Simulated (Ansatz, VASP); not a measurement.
One calculation of CuI, two programs

INCAR

```
PREC     = Accurate       # precision mode
ENCUT    = 520            # plane-wave cutoff, eV
EDIFF    = 1E-8           # SCF threshold, eV
ISMEAR   = -1             # smearing method
SIGMA    = 0.02           # smearing width, eV
LREAL    = False          # projectors in reciprocal space
LASPH    = True           # aspherical terms in the spheres
NELM     = 60             # most SCF steps
ALGO     = Normal         # electronic algorithm
ISIF     = 2              # what is computed and relaxed
LWAVE    = False          # write WAVECAR
LCHARG   = False          # write CHGCAR
LEFG     = True         
NBANDS   = 26             # bands
```

KPOINTS

```
Automatic mesh
0
Gamma
  5 5 6
```

Contents of POSCAR:

```
CuI
1.0
    3.7331675900     -3.7110863700      0.0000000000
    3.7331675900      3.7110863700      0.0000000000
    0.0000000000      0.0000000000      4.2208577166
Cu I
2 2
Direct
    0.4204388300      0.5795611700      0.7500000000
    0.5795611700      0.4204388300      0.2500000000
    0.7700426800      0.2299573200      0.7500000000
    0.2299573200      0.7700426800      0.2500000000
```

Input for Ansatz:

```yaml
crystal:
  lattice:
    - [3.73316759, -3.71108637, 0.0]
    - [3.73316759, 3.71108637, 0.0]
    - [0.0, 0.0, 4.2208577166]
  atoms:
    - { symbol: Cu, position: [0.42043883, 0.57956117, 0.75] }
    - { symbol: Cu, position: [0.57956117, 0.42043883, 0.25] }
    - { symbol: I, position: [0.77004268, 0.22995732, 0.75] }
    - { symbol: I, position: [0.22995732, 0.77004268, 0.25] }
kpoints:
  mp_grid: { grid: [5, 5, 6] }
scf:
  occupations: { method: fermi_dirac, width: 0.02 }
hamiltonian:
  xc: lda
  pseudopotentials: { kind: paw }
output:
  forces: true
  stress: true
  eigenvalues: true
  efg: { contact_densities: true }
```

Change from the starting cell: zz strain of -2 %, PAW files.

Alike in both runs: task electric field gradients; functional LDA; k mesh 5 × 5 × 6; occupations fermi-dirac, width 0.02 eV; no spin polarisation.

|  | VASP | Ansatz |
| --- | --- | --- |
| version | VASP 6.6.1 | Ansatz 0.2.0 |
| potentials or method | VASP PAW LDA potentials, release 64 (Cu, I) | PAW with Ansatz's default frozen-core files, scalar-relativistic |
| plane-wave cutoff (eV) | 520 | 420 |
| valence electrons in the cell | 36 | 72 |

VASP gave:

```
gap on the k mesh at the Fermi level (eV)                     : 0.87
pressure (GPa)                                                : -1.8
traceless stress, the component that is largest in VASP (GPa) : -0.76
rms of the force components (eV/Å)                            : 0.087
size of Vzz on the site where it differs most (V/Å²)          : 63.6
```

Task: What did Ansatz give for the same quantities?

Result: gap on the k mesh at the Fermi level (eV): 0.84; pressure (GPa): -1.9; traceless stress, the component that is largest in VASP (GPa): -0.75; rms of the force components (eV/Å): 0.093; size of Vzz on the site where it differs most (V/Å²): 46.5.

LDA's correlation is that of Perdew and Zunger in VASP and of Perdew and Wang (1992) in Ansatz. Atom by atom the forces differ by 0.010 eV/Å (rms over components). VASP's potentials hold 36 valence electrons a cell and Ansatz's 72, so a difference there can come from the potentials and not from the codes.

Neither program's run includes spin-orbit coupling.
